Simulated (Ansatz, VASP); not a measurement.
**BN in VASP and in Ansatz**

The input INCAR:

```
SYSTEM = BN
PREC = Accurate
ENCUT = 520
EDIFF = 1E-6
ISMEAR = 0
SIGMA = 0.05
LREAL = .FALSE.
LASPH = .TRUE.
NELM = 80
ALGO = Normal
ISIF = 2
LWAVE = .FALSE.
LCHARG = .FALSE.
GGA = PS
NBANDS = 11
```

Contents of KPOINTS:

```
regular mesh
0
G
  12 12 12
  0 0 0
```

POSCAR

```
BN
1.0
    0.0000000000      3.4953158300      2.1660912400
    1.2516321000      0.0000000000      2.1660912400
    1.2516321000      3.4953158300      0.0000000000
B N
1 1
Direct
   -0.0230344035     -0.0230344035      1.0230344035
    0.6666513400      0.6666513400      0.3333486600
```

Input for Ansatz:

```yaml
crystal:
  lattice:
    - [0.0, 3.49531583, 2.16609124]
    - [1.2516321, 0.0, 2.16609124]
    - [1.2516321, 3.49531583, 0.0]
  atoms:
    - { symbol: B, position: [-0.0230344035, -0.0230344035, 1.0230344035] }
    - { symbol: "N", position: [0.66665134, 0.66665134, 0.33334866] }
basis:
  ecutwfc: 420
kpoints:
  mp_grid: { grid: [12, 12, 12] }
hamiltonian:
  xc: pbesol
scf:
  occupations: { method: gaussian, width: 0.05 }
output:
  forces: true
  stress: true
  eigenvalues: true
  write_density: true
  write_potential: true
  elf: true
  volumetric_format: npy
```

Alike in both runs: task single point; functional PBEsol; k mesh 12 × 12 × 12; occupations gaussian, width 0.05 eV; no spin polarisation.

```csv
,VASP,Ansatz
version,VASP 6.6.1,Ansatz 0.2.0
potentials or method,"VASP PAW PBE potentials, release 64 (B, N), cutoff 520 eV","scalar-relativistic, plane waves, PAW"
valence electrons in the cell,8,8
```

```csv
,VASP,Ansatz,Ansatz less VASP
gap on the k mesh at the Fermi level (eV),3.10,3.11,+0.010
least direct gap on the mesh (eV),4.19,4.20,+0.009
pressure (GPa),4.9,4.7,-0.24
"traceless stress, the component that is largest in VASP (GPa)",15.79,15.51,-0.278
rms of the force components (eV/Å),2.837,2.838,+0.0011
```

VASP's potentials were made for PBE, not for PBEsol. Atom by atom the forces differ by 0.001 eV/Å (rms over components).
